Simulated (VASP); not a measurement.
## As: single point with PBE

The system is As.

```
CELL_PARAMETERS angstrom
4.42617 0.00000 0.00000
-2.21308 3.83317 0.00000
0.00000 0.00000 5.87993
ATOMIC_POSITIONS crystal
As 0.00000 0.00000 0.25000
As 0.00000 0.00000 0.75000
As 0.33333 0.66667 0.75000
As 0.66667 0.33333 0.25000
```

```json
{
 "Program": "VASP 6.6.1",
 "Task": "single point",
 "Functional": "PBE",
 "Potentials or basis": "VASP PAW PBE potentials, release 64 (As)",
 "Cutoff": "500 eV",
 "k mesh": "6 × 6 × 2",
 "Occupations": "gaussian, width 0.1 eV",
 "Spin": "no spin polarisation",
 "Dipole correction": "no",
 "Further INCAR settings": "ALGO = Normal; EDIFF = 1e-06; NBANDS = 18"
}
```

| Quantity | Value |
| --- | --- |
| Pressure | 0.1 GPa |
| Band gap on the k mesh | zero (band 10 reaches 4.49 eV, above the bottom of band 11 at 3.68 eV) |

Stress tensor (GPa, compression positive):
```
0.19 0.00 0.00
0.00 0.19 0.00
0.00 0.00 0.00
```

Levels at points of the mesh, in eV from the Fermi level:
| k point | band 6 | band 7 | band 8 | band 9 | band 10 | band 11 | band 12 | band 13 | band 14 | band 15 |
| --- | --- | --- | --- | --- | --- | --- | --- | --- | --- | --- |
| (0.00, 0.00, 0.00) | -3.61 | -3.61 | -2.85 | -2.85 | 0.67 | 0.81 | 1.26 | 1.26 | 2.04 | 2.04 |
| (0.50, 0.00, 0.00) | -4.09 | -3.33 | -1.95 | -1.88 | -1.36 | 0.25 | 4.03 | 4.19 | 4.30 | 4.90 |
| (0.00, 0.00, 0.50) | -3.21 | -3.21 | -3.21 | -2.58 | -2.58 | 1.33 | 1.33 | 1.33 | 1.33 | 2.00 |
| (0.50, 0.00, 0.50) | -4.17 | -2.52 | -2.52 | -1.05 | -1.05 | 0.79 | 0.79 | 4.28 | 4.28 | 5.26 |

Run time: 34 s on 1 thread of Intel Xeon 8259CL, on a shared host, peak memory 0.2 GiB.

Caveat: the k points lie up to 0.53 Å⁻¹ apart.
